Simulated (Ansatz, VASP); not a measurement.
# Two plane-wave programs on TiO

```
CELL_PARAMETERS angstrom
2.85161 0.00000 0.00000
-1.42580 2.46956 0.00000
0.00000 0.00000 5.56750
ATOMIC_POSITIONS crystal
Ti 0.33333 0.66667 0.25000
Ti 0.66667 0.33333 0.75000
O 0.00000 0.00000 0.00000
O 0.00000 0.00000 0.50000
```

Alike in both runs: task single point; functional r2SCAN; k mesh 18 × 18 × 8; occupations tetrahedron; no spin polarisation.

|  | VASP | Ansatz |
| --- | --- | --- |
| version | VASP 6.6.1 | Ansatz 0.2.0 |
| potentials or method | VASP PAW PBE potentials, release 64 (Ti_sv, O), cutoff 520 eV | scalar-relativistic, plane waves, PAW |
| valence electrons in the cell | 36 | 36 |

Ansatz gave:

- gap on the k mesh at the Fermi level (eV): none
- pressure (GPa): -5.3
- traceless stress, the component that is largest in VASP (GPa): 0.97

Q: What did VASP give for the same quantities?

A: gap on the k mesh at the Fermi level (eV): none; pressure (GPa): -3.6; traceless stress, the component that is largest in VASP (GPa): 1.24.

VASP's potentials were made for PBE, not for r2SCAN. A gap of «none» marks a metal or a gap that the smearing closes. With one functional, cell and mesh, what is left measures potentials, basis and numerics. Ansatz's warnings: band table not solved further, tetrahedron derivatives may miss energy slope.
